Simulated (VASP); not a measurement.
Input of a VASP 6.6.1 run:

INCAR

```
PREC = Accurate ; ENCUT = 520
EDIFF = 1E-7 ; ISMEAR = 0
SIGMA = 0.1 ; LREAL = F
LASPH = T ; NELM = 80
ALGO = Normal ; ISIF = 2
LWAVE = F ; LCHARG = F
LDIPOL = T ; IDIPOL = 3
DIPOL = 0.5 0.5 0.350 ; IBRION = 2
NSW = 36 ; EDIFFG = -0.025
```

KPOINTS

```
Automatic mesh
0
Gamma
  9 9 1
```

Contents of POSCAR:

```
W3C
1.0
    2.8093052381      0.0000000000      0.0000000000
    0.0000000000      2.8093052381      0.0000000000
    0.0000000000      0.0000000000     19.3572602846
W C
3 1
Selective dynamics
Direct
    0.5000000000      0.5000000000      0.2066408129  F F F
    0.0000000000      0.0000000000      0.3062710168  F F F
    0.5000000000      0.5000000000      0.4059076630  F F F
    0.5000000000      1.0000000000      0.4802983557  F F T
```

Potentials or basis: VASP PAW LDA potentials, release 64 (W_sv, C).

The run is started by

```bash
$ cat potpaw_LDA.64/W_sv/POTCAR potpaw_LDA.64/C/POTCAR > POTCAR
$ mpirun -np 1 vasp_std > vasp.out
```

(1) Predict the energy gained by relaxing.

(2) Estimate the band gap on the k mesh.

Results:

(1) 32.7 meV/atom.

(2) zero (bands 23 and 24 overlap by 0.93 eV).

Caveat: spin-orbit coupling is left out, which moves the levels of the heavy elements.
